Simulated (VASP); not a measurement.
# SnSe (Fm-3m) in VASP: a series of runs

Aim: see how the results for SnSe move with the level of theory and the settings. Levels: r2SCAN, PBEsol, LDA, PBE. Tasks: single point, relaxation of cell and atoms.

All numbers are computed with VASP 6.6.1; they aren't measurements. Logs are shortened: lines on timing, memory, paths and dates and some standing lists are left out, and cuts for length are marked.

### 1 The cell of the first run

Symmetry: Fm-3m, No. 225, cubic system. The conventional cell has a = 6.004 Å, b = 6.004 Å, c = 6.004 Å, α = 90.00°, β = 90.00°, γ = 90.00°. Sn (site symmetry m-3m) has 6 Se at 3.00 Å within 4.0 Å. Se (site symmetry m-3m) has 6 Sn at 3.00 Å within 4.0 Å.

### 2 Single point, r2SCAN

POSCAR reads:

```
SnSe
1.0
    0.0000000000      3.0021131538      3.0021131538
    3.0021131538      0.0000000000      3.0021131538
    3.0021131538      3.0021131538      0.0000000000
Sn Se
1 1
Direct
    0.0000000000      0.0000000000      0.0000000000
    0.5000000000      0.5000000000      0.5000000000
```

INCAR.step1 reads:

```
SYSTEM = SnSe
  PREC = Accurate
  ENCUT = 520
  ISMEAR = -1
  SIGMA = 0.02
  LREAL = .FALSE.
  LASPH = .TRUE.
  NELM = 80
  NBANDS = 17
  GGA = PE
  ALGO = Normal
  EDIFF = 1E-4
  LWAVE = .TRUE.
  LCHARG = .FALSE.
```

INCAR.step2 reads:

```
SYSTEM = SnSe
  PREC = Accurate
  ENCUT = 520
  EDIFF = 1E-7
  ISMEAR = -1
  SIGMA = 0.02
  LREAL = .FALSE.
  LASPH = .TRUE.
  NELM = 80
  ALGO = Normal
  ISIF = 2
  LWAVE = .FALSE.
  LCHARG = .TRUE.
  METAGGA = R2SCAN
  LMIXTAU = .TRUE.
  LELF = .TRUE.
  LVHAR = .TRUE.
  NBANDS = 17
  ISTART = 1
```

KPOINTS reads:

```
Automatic mesh
0
G
  8 8 8
  0 0 0
```

Potentials or basis: VASP PAW PBE potentials, release 64 (Sn_d, Se).

Launch:

```sh
cat potpaw_PBE.64/Sn_d/POTCAR potpaw_PBE.64/Se/POTCAR > POTCAR
cp INCAR.step1 INCAR
mpirun -np 1 vasp_std > vasp.out
cp INCAR.step2 INCAR
mpirun -np 1 vasp_std > vasp.out
```

OUTCAR:

```text
SYSTEM = SnSe
   PREC = Accurate
   ENCUT = 520
   EDIFF = 1E-7
   ISMEAR = -1
   LREAL = .FALSE.
   LASPH = .TRUE.
   NELM = 80
   ISIF = 2
   METAGGA = R2SCAN
   ISTART = 1

 ion  position               nearest neighbor table
   1  0.000  0.000  0.000-   2 3.00   2 3.00   2 3.00   2 3.00   2 3.00   2 3.00
   2  0.500  0.500  0.500-   1 3.00   1 3.00   1 3.00   1 3.00   1 3.00   1 3.00

  LATTYP: Found a face centered cubic cell.
 ALAT       =     6.0042263076

  Lattice vectors:

 A1 = (   0.0000000000,   3.0021131538,   3.0021131538)
 A2 = (   3.0021131538,   0.0000000000,   3.0021131538)
 A3 = (   3.0021131538,   3.0021131538,   0.0000000000)

Analysis of symmetry for initial positions (statically):
=====================================================================
 Subroutine PRICEL returns:
 Original cell was already a primitive cell.

 Routine SETGRP: Setting up the symmetry group for a
 face centered cubic supercell.

 Subroutine GETGRP returns: Found 48 space group operations
 (whereof 48 operations were pure point group operations)
 out of a pool of 48 trial point group operations.

The static configuration has the point symmetry O_h .

Analysis of symmetry for dynamics (positions and initial velocities):
=====================================================================
 Subroutine PRICEL returns:
 Original cell was already a primitive cell.

 Routine SETGRP: Setting up the symmetry group for a
 face centered cubic supercell.

 Subroutine GETGRP returns: Found 48 space group operations
 (whereof 48 operations were pure point group operations)
 out of a pool of 48 trial point group operations.

The dynamic configuration has the point symmetry O_h .

 Subroutine INISYM returns: Found 48 space group operations
 (whereof 48 operations are pure point group operations),
 and found     1 'primitive' translations

----------------------------------------------------------------------------------------

                                     Primitive cell

  volume of cell :      54.1142

  direct lattice vectors                    reciprocal lattice vectors
     0.000000000  3.002113154  3.002113154    -0.166549352  0.166549352  0.166549352
     3.002113154  0.000000000  3.002113154     0.166549352 -0.166549352  0.166549352
     3.002113154  3.002113154  0.000000000     0.166549352  0.166549352 -0.166549352

  length of vectors
     4.245629138  4.245629138  4.245629138     0.288471939  0.288471939  0.288471939

  position of ions in fractional coordinates (direct lattice)
     0.000000000  0.000000000  0.000000000
     0.500000000  0.500000000  0.500000000

  ion indices of the primitive-cell ions
   primitive index   ion index
                 1           1
                 2           2

----------------------------------------------------------------------------------------

 KPOINTS: Automatic mesh

Automatic generation of k-mesh.
 Grid dimensions read from file:
 generate k-points for:    8    8    8

 Generating k-lattice:

  Cartesian coordinates                     Fractional coordinates (reciprocal lattice)
    -0.020818669  0.020818669  0.020818669     0.125000000  0.000000000  0.000000000
     0.020818669 -0.020818669  0.020818669     0.000000000  0.125000000  0.000000000
     0.020818669  0.020818669 -0.020818669     0.000000000  0.000000000  0.125000000

  Length of vectors
     0.036058992  0.036058992  0.036058992

  Shift w.r.t. Gamma in fractional coordinates (k-lattice)
     0.000000000  0.000000000  0.000000000

 Subroutine IBZKPT returns following result:
 ===========================================

 Found     29 irreducible k-points:

 Following reciprocal coordinates:
            Coordinates               Weight
  0.000000  0.000000  0.000000      1.000000
  0.125000  0.000000  0.000000      8.000000
  0.250000  0.000000  0.000000      8.000000
  0.375000  0.000000  0.000000      8.000000
  0.500000  0.000000  0.000000      4.000000
  0.125000  0.125000  0.000000      6.000000
[... 16 lines left out ...]
  0.500000  0.250000  0.125000     48.000000
 -0.375000  0.250000  0.125000     24.000000
 [... further k-points ...]
   k-points           NKPTS =     29   k-points in BZ     NKDIM =     29   number of bands    NBANDS=     17
   number of dos      NEDOS =    301   number of ions     NIONS =      2
   total plane-waves  NPLWV =  32768
   dimension x,y,z NGX =    32 NGY =   32 NGZ =   32
   dimension x,y,z NGXF=    64 NGYF=   64 NGZF=   64
   ions per type =               1   1
   NGX,Y,Z   is equivalent  to a cutoff of  12.53, 12.53, 12.53 a.u.
   NGXF,Y,Z  is equivalent  to a cutoff of  25.06, 25.06, 25.06 a.u.
 SYSTEM =  SnSe
   PREC   = accura    normal or accurate (medium, high low for compatibility)
   ISTART =      1    job   : 0-new  1-cont  2-samecut
   ICHARG =      0    charge: 1-file 2-atom 10-const
   ISPIN  =      1    spin polarized calculation?
   LNONCOLLINEAR =      F non collinear calculations
   LSORBIT =      F    spin-orbit coupling
   LASPH  =      T    aspherical Exc in radial PAW
   ENCUT  =  520.0 eV  38.22 Ry    6.18 a.u.   7.89  7.89  7.89*2*pi/ulx,y,z
   NELM   =     80;   NELMIN=  2; NELMDL=  0     # of ELM steps
   EDIFF  = 0.1E-06   stopping-criterion for ELM
   LREAL  =      F    real-space projection
   EDIFFG = 0.1E-05   stopping-criterion for IOM
   NSW    =      0    number of steps for IOM
   IBRION =     -1    ionic relax: 0-MD 1-quasi-New 2-CG
   NFREE  =      0    steps in history (QN), initial steepest desc. (CG)
   ISIF   =      2    stress and relaxation
   ISYM   =      2    0-nonsym 1-usesym 2-fastsym
   POTIM  = 0.5000    time-step for ionic-motion
   TEBEG  =    0.0;   TEEND  =   0.0 temperature during run
   PSTRESS=    0.0 pullay stress
   NELECT =      20.0000    total number of electrons
   NUPDOWN=      -1.0000    fix difference up-down
   EMIN   =  10.00;   EMAX   =-10.00  energy-range for DOS
   EFERMI =   0.00;   METHOD = LEGACY
   ISMEAR =    -1;   SIGMA  =   0.02  broadening in eV -4-tet -1-fermi 0-gaus
   EFERMI_NEDOS =   21; number of points for ismear=-14 and -15
   IALGO  =     38    algorithm
   IMIX   =      4    mixing-type and parameters
     AMIX     =   0.40;   BMIX     =  1.00
     AMIX_MAG =   1.60;   BMIX_MAG =  1.00
  volume/ion in A,a.u.               =      27.06       182.59
  Fermi-wavevector in a.u.,A,eV,Ry     =   1.174846  2.220138 18.779634  1.380264
  Thomas-Fermi vector in A             =   2.311237
   LORBIT       =      0    0 simple, 1 ext, 2 COOP (PROOUT), +10 PAW based schemes
   METAGGA = R2SCAN    functional components
   LHFCALC =     F    Hartree Fock is set to
   AEXX    =    0.0000 exact exchange contribution
   IVDW    =     0    specifies the selected vdW correction
   LEPSILON=     F    determine dielectric tensor
   LRPA    =     F    only Hartree local field effects (RPA)
 non-spin polarized calculation
  energy-cutoff  :      520.00
  volume of cell :       54.11
 maximum number of plane-waves:      1475
   NGX = 15   NGY = 15   NGZ = 15

 number of electron      20.0000007 magnetization

 Free energy of the ion-electron system (eV)
  ---------------------------------------------------
  ext. energy  EPLUGINS =         0.00000000
  ---------------------------------------------------
  free energy    TOTEN  =       -39.87847960 eV

  energy without entropy =      -39.87847956  energy(sigma->0) =      -39.87847958

 E-fermi :   6.0386     XC(G=0): -10.2289

 val. band max:        5.7929555777   @ k =   0.5000   0.0000   0.0000
 cond. band min:       6.2841983182   @ k =   0.5000   0.0000   0.0000
 fundamental gap:      0.4912427405
 Fermi energy:         6.0385631784

 k-point     1 :       0.0000    0.0000    0.0000
  band No.  band energies     occupation
      1     -16.7510      2.00000
      2     -16.7510      2.00000
      3     -16.7483      2.00000
      4     -16.7483      2.00000
      5     -16.7483      2.00000
      6      -8.9845      2.00000
[... 9 lines left out ...]
     16      11.8278      0.00000
     17      14.1197      0.00000

 k-point     2 :       0.1250    0.0000    0.0000
  band No.  band energies     occupation
      1     -16.7521      2.00000
      2     -16.7520      2.00000
      3     -16.7479      2.00000
      4     -16.7466      2.00000
      5     -16.7466      2.00000
      6      -8.8687      2.00000
[... 9 lines left out ...]
     16      12.2105      0.00000
     17      15.2183      0.00000

 k-point     3 :       0.2500    0.0000    0.0000
  band No.  band energies     occupation
      1     -16.7553      2.00000
      2     -16.7552      2.00000
      3     -16.7470      2.00000
      4     -16.7419      2.00000
      5     -16.7419      2.00000
      6      -8.5568      2.00000
[... 9 lines left out ...]
     16      13.2080      0.00000
     17      17.5005      0.00000

 k-point     4 :       0.3750    0.0000    0.0000
  band No.  band energies     occupation
      1     -16.7586      2.00000
      2     -16.7585      2.00000
      3     -16.7461      2.00000
      4     -16.7371      2.00000
      5     -16.7370      2.00000
      6      -8.1793      2.00000
[... 9 lines left out ...]
     16      14.7427      0.00000
     17      17.6588      0.00000
[... 343 lines left out ...]
      1     -16.7630      2.00000
      2     -16.7514      2.00000
      3     -16.7489      2.00000
      4     -16.7394      2.00000
      5     -16.7379      2.00000
      6      -8.3063      2.00000
[... 9 lines left out ...]
     16      15.5916      0.00000
     17      15.6631      0.00000

 k-point    23 :       0.5000    0.2500    0.1250
  band No.  band energies     occupation
      1     -16.7660      2.00000
      2     -16.7537      2.00000
      3     -16.7460      2.00000
      4     -16.7378      2.00000
      5     -16.7352      2.00000
      6      -7.9848      2.00000
[... 9 lines left out ...]
     16      15.8191      0.00000
     17      17.3143      0.00000

 k-point    24 :      -0.3750    0.2500    0.1250
  band No.  band energies     occupation
      1     -16.7670      2.00000
      2     -16.7549      2.00000
      3     -16.7431      2.00000
      4     -16.7392      2.00000
      5     -16.7337      2.00000
      6      -7.8331      2.00000
[... 9 lines left out ...]
     16      17.0056      0.00000
     17      17.0504      0.00000

 [... further k-points ...]
[... 5 lines left out ...]
  --------------------------------------------------------------------------------------
  -------------------------------------------------------------------------------------
  Total        0.0983005      0.0983005      0.0983005     -0.0000000      0.0000000      0.0000000
  in kB        2.9104151      2.9104151      2.9104151     -0.0000000      0.0000000      0.0000000
  external PRESSURE =       2.9104151 kB  Pullay stress =       0.0000000 kB

 VOLUME and BASIS-vectors are now :
 -----------------------------------------------------------------------------
  energy-cutoff  :      520.00
  volume of cell :       54.11
      direct lattice vectors                 reciprocal lattice vectors
     0.000000000  3.002113154  3.002113154    -0.166549352  0.166549352  0.166549352
     3.002113154  0.000000000  3.002113154     0.166549352 -0.166549352  0.166549352
     3.002113154  3.002113154  0.000000000     0.166549352  0.166549352 -0.166549352

 POSITION                                       TOTAL-FORCE (eV/Angst)
 -----------------------------------------------------------------------------------
      0.00000      0.00000      0.00000        -0.000000     -0.000000      0.000000
      3.00211      3.00211      3.00211         0.000000      0.000000     -0.000000
 -----------------------------------------------------------------------------------
    total drift:                                0.000000     -0.000000     -0.000000

  FREE ENERGIE OF THE ION-ELECTRON SYSTEM (eV)
  ---------------------------------------------------
  free  energy   TOTEN  =       -39.8784795971 eV

  energy  without entropy=      -39.8784795585  energy(sigma->0) =      -39.87847958
```

Wall time 49 s (1 thread of AMD EPYC 9R45 (Zen 5), shared host); peak memory 0.16 GiB.

What came out:

```
Free energy            : -39.8785 eV
Pressure               : 0.3 GPa
Band gap on the k mesh : 0.49 eV, direct
```

Levels at points of the mesh, in eV from the valence-band top:
| k point | band 7 | band 8 | band 9 | band 10 | band 11 | band 12 | band 13 | band 14 |
| --- | --- | --- | --- | --- | --- | --- | --- | --- |
| (0.00, 0.00, 0.00) | -5.22 | -2.66 | -2.66 | -2.66 | 4.39 | 4.39 | 4.39 | 6.03 |
| (0.50, 0.00, 0.00) | -8.61 | -2.39 | -2.39 | 0.00 | 0.49 | 1.13 | 1.13 | 8.59 |
| (0.50, 0.50, 0.00) | -6.35 | -6.00 | -4.14 | -4.14 | 3.09 | 5.51 | 5.51 | 6.21 |

Caveat: the PAW data sets were made with another functional, which shifts forces and pressure a little; spin-orbit coupling is left out, which moves the levels of the heavy elements. A k mesh can miss the band edges.

### 3 Relaxation of cell and atoms, PBEsol

This run uses another cell than the first one, of 27.77 Å³/atom, 1.026 times its volume.

INCAR reads:

```
PREC = Accurate ; ENCUT = 600
EDIFF = 1E-6 ; ISMEAR = -1
SIGMA = 0.02 ; LREAL = False
LASPH = True ; NELM = 80
ALGO = Normal ; ISIF = 3
LWAVE = False ; LCHARG = False
GGA = PS ; IBRION = 2
NSW = 80 ; EDIFFG = -0.005
```

KPOINTS reads:

```
regular mesh
0
Gamma
  6 6 6
```

POSCAR reads:

```
SnSe
1.0
    0.0000000000      3.0281454309      3.0281454309
    3.0281454309      0.0000000000      3.0281454309
    3.0281454309      3.0281454309      0.0000000000
Sn Se
1 1
Direct
    0.0000000000      0.0000000000      0.0000000000
    0.5000000000      0.5000000000      0.5000000000
```

Potentials or basis: VASP PAW PBE potentials, release 64 (Sn_d, Se).

Launch:

```sh
cat potpaw_PBE.64/Sn_d/POTCAR potpaw_PBE.64/Se/POTCAR > POTCAR
mpirun -np 1 vasp_std > vasp.out
```

Run time: 19 s. Hardware: 1 thread of AMD EPYC 9R45 (Zen 5), shared host; peak memory 0.19 GiB.

Results (log left out):

- Free energy: -9.0095 eV
- Relaxed volume: 26.13 Å³/atom
- Relaxed cell: a = 4.197 Å, b = 4.197 Å, c = 4.197 Å, α = 60.00°, β = 60.00°, γ = 60.00°
- Space group after relaxing (to 0.05 Å): Fm-3m (No. 225)
- Energy gained by relaxing: 16.3 meV/atom
- Ionic steps: 3
- Pressure after relaxing: 0.0 GPa
- Band gap on the k mesh: 0.84 eV, direct

The path:
```
step  energy change (eV)  largest force (eV/Å)  pressure (GPa)  volume (Å³)
   1              0.0000                0.0000           -3.04        55.53
   2             -0.0301                0.0000            0.97        51.41
   3             -0.0327                0.0000            0.02        52.26
```

Final structure:
```
Sn Se
1.0
     0.00000    2.96739    2.96739
     2.96739    0.00000    2.96739
     2.96739    2.96739    0.00000
Sn Se
1 1
Direct
  0.00000 0.00000 0.00000
  0.50000 0.50000 0.50000
```

Levels at points of the mesh, in eV from the valence-band top:
| k point | band 7 | band 8 | band 9 | band 10 | band 11 | band 12 | band 13 | band 14 |
| --- | --- | --- | --- | --- | --- | --- | --- | --- |
| (0.00, 0.00, 0.00) | -4.85 | -2.20 | -2.20 | -2.20 | 4.56 | 4.56 | 4.56 | 5.87 |
| (0.50, 0.00, 0.00) | -8.19 | -1.94 | -1.94 | 0.00 | 0.84 | 1.30 | 1.30 | 8.36 |
| (0.50, 0.50, 0.00) | -5.93 | -5.69 | -3.74 | -3.74 | 2.89 | 5.68 | 5.68 | 6.32 |

Caveat: the PAW data sets were made with another functional, which shifts forces and pressure a little; spin-orbit coupling is left out, which moves the levels of the heavy elements. A k mesh can miss the band edges.

### 4 Relaxation of cell and atoms, LDA

This run uses another cell than the first one, of 27.77 Å³/atom, 1.026 times its volume.

INCAR reads:

```
PREC = Accurate
ENCUT = 600
EDIFF = 1E-6
ISMEAR = -1
SIGMA = 0.02
LREAL = F
LASPH = T
NELM = 60
ALGO = Normal
ISIF = 3
LWAVE = F
LCHARG = F
GGA = CA
IBRION = 2
NSW = 80
EDIFFG = -0.005
```

KPOINTS reads:

```
Automatic mesh
0
Gamma
  6 6 6
```

POSCAR is that of step 3.

Potentials or basis: VASP PAW LDA potentials, release 64 (Sn_d, Se).

Launch:

```sh
cat potpaw_LDA.64/Sn_d/POTCAR potpaw_LDA.64/Se/POTCAR > POTCAR
mpirun -np 1 vasp_std > vasp.out
```

Run time: 34 s. Hardware: 1 thread of AMD EPYC 9R45 (Zen 5), shared host; peak memory 0.16 GiB.

It converged, with:

| Quantity | Value |
| --- | --- |
| Free energy | -9.5357 eV |
| Relaxed volume | 25.48 Å³/atom |
| Relaxed cell | a = 4.161 Å, b = 4.161 Å, c = 4.161 Å, α = 60.00°, β = 60.00°, γ = 60.00° |
| Space group after relaxing (to 0.05 Å) | Fm-3m (No. 225) |
| Energy gained by relaxing | 33.5 meV/atom |
| Ionic steps | 14 |
| Pressure after relaxing | 0.0 GPa |
| Band gap on the k mesh | 0.93 eV, direct |

The path:
```
step  energy change (eV)  largest force (eV/Å)  pressure (GPa)  volume (Å³)
   1              0.0000                0.0000           -4.32        55.53
   2             -0.0611                0.0000            1.58        49.73
   3             -0.0670                0.0000            0.04        50.95
   4             -0.0670                0.0000           -0.11        51.04
   5             -0.0670                0.0000           -0.11        51.04
   6             -0.0670                0.0000           -0.06        51.03
   7             -0.0670                0.0000           -0.08        51.03
   8             -0.0670                0.0000           -0.08        51.03
   9             -0.0670                0.0000           -0.08        51.03
  10             -0.0670                0.0000           -0.09        51.02
  11             -0.0670                0.0000           -0.11        51.02
  12             -0.0670                0.0000           -0.04        51.01
  13             -0.0670                0.0000           -0.04        50.99
  14             -0.0670                0.0000            0.00        50.96
```

Final structure:
```
CELL_PARAMETERS angstrom
0.00000 2.94262 2.94262
2.94262 0.00000 2.94262
2.94262 2.94262 0.00000
ATOMIC_POSITIONS crystal
Sn 0.00000 0.00000 0.00000
Se 0.50000 0.50000 0.50000
```

Levels at points of the mesh, in eV from the valence-band top:
```tsv
k point	band 6	band 7	band 8	band 9	band 10	band 11	band 12	band 13	band 14
(0.00, 0.00, 0.00)	-14.22	-4.82	-2.23	-2.23	-2.23	4.62	4.62	4.62	5.93
(0.50, 0.00, 0.00)	-13.12	-8.32	-1.95	-1.95	0.00	0.93	1.29	1.29	8.49
(0.50, 0.50, 0.00)	-12.78	-5.98	-5.82	-3.82	-3.82	2.90	5.78	5.78	6.46
```

Caveat: spin-orbit coupling is left out, which moves the levels of the heavy elements. A k mesh can miss the band edges.

(Continued in part 2 of 2.)
